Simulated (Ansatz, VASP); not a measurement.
## Ca: VASP beside Ansatz

The input INCAR:

```
PREC = Accurate
ENCUT = 500
EDIFF = 1E-6
ISMEAR = -1
SIGMA = 0.1
LREAL = F
LASPH = T
NELM = 120
ALGO = Normal
ISIF = 2
LWAVE = F
LCHARG = F
GGA = PS
NBANDS = 11
GGA_COMPAT = F
```

The input KPOINTS:

```
regular mesh
0
Gamma
  10 10 10
```

File POSCAR:

```
Ca
1.0
    3.3734175225      0.0000000000      0.0000000000
    0.0000000000      3.3734175225      0.0000000000
    0.0000000000      0.0000000000      3.3734175225
Ca
1
Direct
    0.0000000000      0.0000000000      0.0000000000
```

Input for Ansatz:

```yaml
crystal:
  lattice:
    - [3.3734175225, 0.0, 0.0]
    - [0.0, 3.3734175225, 0.0]
    - [0.0, 0.0, 3.3734175225]
  atoms:
    - { symbol: Ca, position: [0.0, 0.0, 0.0] }
hamiltonian:
  xc: pbesol
  pseudopotentials:
    kind: paw
    azcp:
      Ca: "pseudopotentials/Ca.paw.azcp"
basis:
  ecutwfc: 420
  fft_grid_basis: typed
kpoints:
  mp_grid: { grid: [10, 10, 10], shift: [0, 0, 0] }
magnetization:
  spin_polarized: false
scf:
  occupations: { method: fermi_dirac, width: 0.1 }
  lower_state_search: "off"
output:
  stress: true
```

Alike in both runs: task single point; functional PBEsol; k mesh 10 × 10 × 10; occupations fermi-dirac, width 0.1 eV; no spin polarisation.

|  | VASP | Ansatz |
| --- | --- | --- |
| version | VASP 6.6.1 | Ansatz 0.2.0 |
| potentials or method | VASP PAW PBE potentials, release 64 (Ca_sv), cutoff 500 eV | plane waves (420 eV) with PAW, scalar-relativistic |
| valence electrons in the cell | 10 | 10 |

```tsv
	VASP	Ansatz	Ansatz less VASP
pressure (GPa)	1.0	1.0	+0.01
```

VASP's potentials were made for PBE, not for PBEsol, and Ansatz warns of the same on its side.
